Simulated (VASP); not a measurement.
# EuAs3Pt2 (P6/mmm) in VASP: single point with PBE

Aim: the single point of EuAs3Pt2 with PBE.

Program: VASP 6.6.1. These are calculated values, not measurements. Logs are shortened: lines on timing, memory, paths and dates and some standing lists are left out, and cuts for length are marked.

### Step 1. The cell of the first run

The structure is hexagonal, space group P6/mmm (No. 191). The conventional cell has a = 6.025 Å, b = 6.025 Å, c = 3.989 Å, α = 90.00°, β = 90.00°, γ = 120.00°. Within 4.6 Å of Eu (site symmetry 6/mmm) lie 6 Pt at 3.48 Å and 12 As at 3.61 Å and 2 Eu at 3.99 Å. As (site symmetry mmm) has 4 Pt at 2.65 Å and 4 As at 3.01 Å within 3.5 Å. Within 3.5 Å of Pt (site symmetry -6m2) lie 6 As at 2.65 Å and 3 Eu at 3.48 Å and 3 Pt at 3.48 Å.

### Step 2. Single point, PBE, collinear spin, ferromagnetic start

INCAR reads:

```
PREC = Accurate
ENCUT = 520
EDIFF = 1E-6
ISMEAR = 0
SIGMA = 0.1
LREAL = False
LASPH = True
NELM = 150
ALGO = Normal
ISIF = 2
LWAVE = False
LCHARG = True
ISPIN = 2
MAGMOM = 7 0 0 0 0 0
LORBIT = 11
LMAXMIX = 6
GGA = PE
LELF = True
LVHAR = True
NBANDS = 39
```

KPOINTS reads:

```
Automatic mesh
0
Gamma
  3 3 4
```

POSCAR reads:

```
EuAs3Pt2
1.0
    6.0248649600      0.0000000000      0.0000000000
   -3.0124324800      5.2176861100      0.0000000000
    0.0000000000      0.0000000000      3.9889859100
Eu As Pt
1 3 2
Direct
    0.0000000000      0.0000000000      0.0000000000
    0.5000000000      0.0000000000      0.5000000000
    0.0000000000      0.5000000000      0.5000000000
    0.5000000000      0.5000000000      0.5000000000
    0.6666666700      0.3333333300      0.0000000000
    0.3333333300      0.6666666700      0.0000000000
```

Potentials or basis: VASP PAW PBE potentials, release 64 (Eu, As, Pt).

Run with:

```console
> cat potpaw_PBE.64/Eu/POTCAR potpaw_PBE.64/As/POTCAR potpaw_PBE.64/Pt/POTCAR > POTCAR
> mpirun -np 1 vasp_std > vasp.out
```

OUTCAR:

```text
PREC = Accurate
   ENCUT = 520
   EDIFF = 1E-6
   ISMEAR = 0
   LREAL = False
   LASPH = True
   NELM = 150
   ISIF = 2
   ISPIN = 2
   LORBIT = 11
   GGA = PE

 ion  position               nearest neighbor table
   1  0.000  0.000  0.000-   5 3.48   6 3.48   5 3.48   6 3.48   5 3.48   6 3.48
   2  0.500  0.000  0.500-   5 2.65   6 2.65   5 2.65   6 2.65
   3  0.000  0.500  0.500-   5 2.65   6 2.65   5 2.65   6 2.65
   4  0.500  0.500  0.500-   5 2.65   6 2.65   5 2.65   6 2.65
   5  0.667  0.333  0.000-   3 2.65   3 2.65   2 2.65   2 2.65   4 2.65   4 2.65   1 3.48   6 3.48
                             6 3.48   1 3.48   1 3.48   6 3.48
   6  0.333  0.667  0.000-   3 2.65   3 2.65   2 2.65   2 2.65   4 2.65   4 2.65   1 3.48   5 3.48
                             5 3.48   1 3.48   1 3.48   5 3.48

  LATTYP: Found a hexagonal cell.
 ALAT       =     6.0248649600
 C/A-ratio  =     0.6620871898

  Lattice vectors:

 A1 = (   6.0248649600,   0.0000000000,   0.0000000000)
 A2 = (  -3.0124324800,   5.2176861100,   0.0000000000)
 A3 = (   0.0000000000,   0.0000000000,   3.9889859100)

Analysis of symmetry for initial positions (statically):
=====================================================================
 Subroutine PRICEL returns:
 Original cell was already a primitive cell.

 Routine SETGRP: Setting up the symmetry group for a
 hexagonal supercell.

 Subroutine GETGRP returns: Found 24 space group operations
 (whereof 24 operations were pure point group operations)
 out of a pool of 24 trial point group operations.

The static configuration has the point symmetry D_6h.

Analysis of symmetry for dynamics (positions and initial velocities):
=====================================================================
 Subroutine PRICEL returns:
 Original cell was already a primitive cell.

 Routine SETGRP: Setting up the symmetry group for a
 hexagonal supercell.

 Subroutine GETGRP returns: Found 24 space group operations
 (whereof 24 operations were pure point group operations)
 out of a pool of 24 trial point group operations.

The dynamic configuration has the point symmetry D_6h.

Analysis of structural, dynamic, and magnetic symmetry:
=====================================================================
 Subroutine PRICEL returns:
 Original cell was already a primitive cell.

 Routine SETGRP: Setting up the symmetry group for a
 hexagonal supercell.

 Subroutine GETGRP returns: Found 24 space group operations
 (whereof 24 operations were pure point group operations)
 out of a pool of 24 trial point group operations.

The overall configuration has the point symmetry D_6h.

 Subroutine INISYM returns: Found 24 space group operations
 (whereof 24 operations are pure point group operations),
 and found     1 'primitive' translations

----------------------------------------------------------------------------------------

                                     Primitive cell

  volume of cell :     125.3972

  direct lattice vectors                    reciprocal lattice vectors
     6.024864960  0.000000000  0.000000000     0.165978824  0.095827919  0.000000000
    -3.012432480  5.217686110  0.000000000     0.000000000  0.191655837  0.000000000
     0.000000000  0.000000000  3.988985910     0.000000000  0.000000000  0.250690281

  length of vectors
     6.024864960  6.024864960  3.988985910     0.191655837  0.191655837  0.250690281

  position of ions in fractional coordinates (direct lattice)
     0.000000000  0.000000000  0.000000000
     0.500000000  0.000000000  0.500000000
     0.000000000  0.500000000  0.500000000
     0.500000000  0.500000000  0.500000000
     0.666666670  0.333333330  0.000000000
     0.333333330  0.666666670  0.000000000

  ion indices of the primitive-cell ions
   primitive index   ion index
                 1           1
                 2           2
                 3           3
                 4           4
                 5           5
                 6           6

[... 34 lines left out ...]
  0.000000  0.000000  0.500000      1.000000
  0.333333  0.000000  0.500000      6.000000
  0.333333  0.333333  0.500000      2.000000
   k-points           NKPTS =      9   k-points in BZ     NKDIM =      9   number of bands    NBANDS=     39
   number of dos      NEDOS =    301   number of ions     NIONS =      6
   total plane-waves  NPLWV =  69120
   dimension x,y,z NGX =    48 NGY =   48 NGZ =   30
   dimension x,y,z NGXF=    96 NGYF=   96 NGZF=   60
   ions per type =               1   3   2
   NGX,Y,Z   is equivalent  to a cutoff of  13.24, 13.24, 12.50 a.u.
   NGXF,Y,Z  is equivalent  to a cutoff of  26.49, 26.49, 25.01 a.u.
 SYSTEM =  unknown system
   PREC   = accura    normal or accurate (medium, high low for compatibility)
   ISTART =      0    job   : 0-new  1-cont  2-samecut
   ICHARG =      2    charge: 1-file 2-atom 10-const
   ISPIN  =      2    spin polarized calculation?
   LNONCOLLINEAR =      F non collinear calculations
   LSORBIT =      F    spin-orbit coupling
   LASPH  =      T    aspherical Exc in radial PAW
   ENCUT  =  520.0 eV  38.22 Ry    6.18 a.u.  11.20 11.20  7.42*2*pi/ulx,y,z
   NELM   =    150;   NELMIN=  2; NELMDL= -5     # of ELM steps
   EDIFF  = 0.1E-05   stopping-criterion for ELM
   LREAL  =      F    real-space projection
   EDIFFG = 0.1E-04   stopping-criterion for IOM
   NSW    =      0    number of steps for IOM
   IBRION =     -1    ionic relax: 0-MD 1-quasi-New 2-CG
   NFREE  =      0    steps in history (QN), initial steepest desc. (CG)
   ISIF   =      2    stress and relaxation
   ISYM   =      2    0-nonsym 1-usesym 2-fastsym
   POTIM  = 0.5000    time-step for ionic-motion
   TEBEG  =    0.0;   TEEND  =   0.0 temperature during run
   PSTRESS=    0.0 pullay stress
   NELECT =      52.0000    total number of electrons
   NUPDOWN=      -1.0000    fix difference up-down
   EMIN   =  10.00;   EMAX   =-10.00  energy-range for DOS
   EFERMI =   0.00;   METHOD = LEGACY
   ISMEAR =     0;   SIGMA  =   0.10  broadening in eV -4-tet -1-fermi 0-gaus
   EFERMI_NEDOS =   21; number of points for ismear=-14 and -15
   IALGO  =     38    algorithm
   IMIX   =      4    mixing-type and parameters
     AMIX     =   0.40;   BMIX     =  1.00
     AMIX_MAG =   1.60;   BMIX_MAG =  1.00
  volume/ion in A,a.u.               =      20.90       141.04
  Fermi-wavevector in a.u.,A,eV,Ry     =   1.220806  2.306989 20.277681  1.490368
  Thomas-Fermi vector in A             =   2.356011
   LORBIT       =     11    0 simple, 1 ext, 2 COOP (PROOUT), +10 PAW based schemes
   GGA     = PE    functional components
   LHFCALC =     F    Hartree Fock is set to
   AEXX    =    0.0000 exact exchange contribution
   IVDW    =     0    specifies the selected vdW correction
   LEPSILON=     F    determine dielectric tensor
   LRPA    =     F    only Hartree local field effects (RPA)
 spin polarized calculation
 Gauss-broadening in eV      SIGMA  =   0.10
  energy-cutoff  :      520.00
  volume of cell :      125.40
 maximum number of plane-waves:      3411
 NGX is ok and might be reduce to    48
   NGX = 23   NGY = 23   NGZ = 15

 number of electron      52.0000002 magnetization       6.9406539

 Free energy of the ion-electron system (eV)
  ---------------------------------------------------
  ext. energy  EPLUGINS =         0.00000000
  ---------------------------------------------------
  free energy    TOTEN  =       -40.08810738 eV

  energy without entropy =      -40.07592169  energy(sigma->0) =      -40.08201454

 E-fermi :   6.5018     XC(G=0): -10.8977

 val. band max:        6.4355553798   @ k =   0.3333   0.0000   0.2500
 cond. band min:       6.5495930294   @ k =   0.0000   0.0000   0.5000
 fundamental gap:      0.1140376496
 Fermi energy:         6.5017717709

 spin component 1

 k-point     1 :       0.0000    0.0000    0.0000
  band No.  band energies     occupation
      1     -35.0416      1.00000
      2     -13.7915      1.00000
      3     -13.7915      1.00000
      4     -13.7676      1.00000
      5      -7.3176      1.00000
      6      -3.9464      1.00000
[... 358 lines left out ...]
     37      10.3268      0.00000
     38      10.8040      0.00000
 Fermi energy:         6.5017717709

 spin component 2

 k-point     1 :       0.0000    0.0000    0.0000
  band No.  band energies     occupation
      1     -31.9507      1.00000
      2     -11.5711      1.00000
      3     -11.5711      1.00000
      4     -11.5016      1.00000
      5      -7.3103      1.00000
      6      -3.9504      1.00000
[... 358 lines left out ...]
     37      11.1325      0.00000
     38      11.3961      0.00000
 [bands above 38 left out]

------------------------ aborting loop because EDIFF is reached ----------------------------------------

  FORCE on cell =-STRESS in cart. coord.  units (eV):
  Direction    XX          YY          ZZ          XY          YZ          ZX
  --------------------------------------------------------------------------------------
  -------------------------------------------------------------------------------------
  Total       -1.0290126     -1.0290126      0.9909212      0.0000000      0.0000000      0.0000000
  in kB      -13.1475099    -13.1475099     12.6608229      0.0000000      0.0000000      0.0000000
  external PRESSURE =      -4.5447323 kB  Pullay stress =       0.0000000 kB

 VOLUME and BASIS-vectors are now :
 -----------------------------------------------------------------------------
  energy-cutoff  :      520.00
  volume of cell :      125.40
      direct lattice vectors                 reciprocal lattice vectors
     6.024864960  0.000000000  0.000000000     0.165978824  0.095827919  0.000000000
    -3.012432480  5.217686110  0.000000000     0.000000000  0.191655837  0.000000000
     0.000000000  0.000000000  3.988985910     0.000000000  0.000000000  0.250690281

 POSITION                                       TOTAL-FORCE (eV/Angst)
 -----------------------------------------------------------------------------------
      0.00000      0.00000      0.00000        -0.000000      0.000000      0.000000
      3.01243      0.00000      1.99449        -0.000000      0.000000      0.000000
     -1.50622      2.60884      1.99449        -0.000000      0.000000      0.000000
      1.50622      2.60884      1.99449        -0.000000      0.000000      0.000000
      3.01243      1.73923      0.00000        -0.000000      0.000000      0.000000
     -0.00000      3.47846      0.00000         0.000000     -0.000000      0.000000
 -----------------------------------------------------------------------------------
    total drift:                               -0.000000      0.000000     -0.000000

  FREE ENERGIE OF THE ION-ELECTRON SYSTEM (eV)
  ---------------------------------------------------
  free  energy   TOTEN  =       -40.0881073816 eV

  energy  without entropy=      -40.0759216899  energy(sigma->0) =      -40.08201454

 total charge

# of ion       s       p       d       f       tot
--------------------------------------------------
    1        2.027   5.734   0.272   6.660  14.693
    2        1.293   1.306   0.070   0.000   2.669
    3        1.293   1.306   0.070   0.000   2.669
    4        1.293   1.306   0.070   0.000   2.669
    5        0.675   0.445   8.204   0.000   9.323
    6        0.675   0.445   8.204   0.000   9.323
--------------------------------------------------
tot          7.255  10.543  16.889   6.660  41.346

 magnetization (x)

# of ion       s       p       d       f       tot
--------------------------------------------------
    1       -0.012  -0.115   0.068   6.640   6.581
    2       -0.001  -0.005   0.001   0.000  -0.005
    3       -0.001  -0.005   0.001   0.000  -0.005
    4       -0.001  -0.005   0.001   0.000  -0.005
    5       -0.006   0.005  -0.016   0.000  -0.016
    6       -0.006   0.005  -0.016   0.000  -0.016
--------------------------------------------------
tot         -0.026  -0.119   0.039   6.640   6.533
```

Wall time 3.3 min (1 thread of Intel Xeon 6975P-C, shared host); peak memory 0.35 GiB.

What came out:

```
Free energy                                           : -40.0881 eV
Pressure                                              : -0.5 GPa
Net moment                                            : 6.94 μB per cell
Site moments                                          : Eu +6.58; As -0.01; Pt -0.02 μB
Valence electrons inside the program's atomic spheres : Eu 14.69; As 2.67; Pt 9.32
```

Levels at points of the mesh, in eV from the Fermi level:
Spin up:
```csv
k point,band 25,band 26,band 27,band 28,band 29,band 30,band 31,band 32,band 33,band 34
"(0.00, 0.00, 0.00)",-0.32,-0.30,-0.30,-0.25,-0.19,1.39,1.95,2.01,2.01,3.09
"(0.00, 0.00, 0.50)",-0.38,-0.33,-0.32,-0.32,-0.28,-0.28,0.05,2.31,2.33,3.95
```
Spin down:
```csv
k point,band 20,band 21,band 22,band 23,band 24,band 25
"(0.00, 0.00, 0.00)",-2.07,-1.68,-0.35,1.65,1.76,2.55
"(0.00, 0.00, 0.50)",-1.55,-1.55,-1.35,-1.35,-0.72,2.29
```

Caveat: the k points lie up to 0.40 Å⁻¹ apart; spin-orbit coupling is left out, which moves the levels of the heavy elements; a cell with one magnetic atom can't hold antiferromagnetic order, which such compounds often take; without U or exact exchange the open f shell lies at the Fermi level, which spoils levels, moments and volumes.
